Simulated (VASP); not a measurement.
Crystal: MoP.

```
CELL_PARAMETERS angstrom
3.22300 0.00000 0.00000
-1.61150 2.79120 0.00000
0.00000 0.00000 3.19100
ATOMIC_POSITIONS crystal
Mo 0.00000 0.00000 0.00000
P 0.33333 0.66667 0.50000
```

| Quantity | Value |
| --- | --- |
| Program | VASP 6.6.1 |
| Task | relaxation of cell and atoms |
| Functional | PBEsol |
| Potentials or basis | VASP PAW PBE potentials, release 64 (Mo_sv, P) |
| Cutoff | 500 eV |
| k mesh | 10 × 10 × 8 |
| Occupations | fermi-dirac, width 0.05 eV |
| Spin | no spin polarisation |

At the start: pressure -3.5 GPa; volume 14.35 Å³/atom.

**Question.** How do energy, volume and symmetry change on relaxing?

**Answer.** Over 5 steps the energy falls by 2.3 meV/atom and the volume is 14.14 Å³/atom (-1.5 %); space group P-6m2 (No. 187, to 0.1 Å) before and after.

Step by step:
| step | energy change (eV) | largest force (eV/Å) | pressure (GPa) | volume (Å³) |
| --- | --- | --- | --- | --- |
| 1 | 0.0000 | 0.0000 | -3.47 | 28.71 |
| 2 | 0.0171 | 0.0000 | 8.11 | 27.43 |
| 3 | -0.0046 | 0.0000 | -0.05 | 28.30 |
| 4 | -0.0046 | 0.0000 | 0.02 | 28.29 |
| 5 | -0.0047 | 0.0000 | 0.04 | 28.28 |

Final structure:
```xyz
2
Lattice="3.2080 0.0000 0.0000 -1.6040 2.7782 0.0000 0.0000 0.0000 3.1735" Properties=species:S:1:pos:R:3 pbc="T T T"
Mo    0.0000    0.0000    0.0000
P     0.0000    1.8521    1.5868
```

Caveat: the PAW data sets were made with another functional, which shifts forces and pressure a little; an odd number of electrons without spin polarisation forces a metal; a magnetic or distorted state may lie lower.
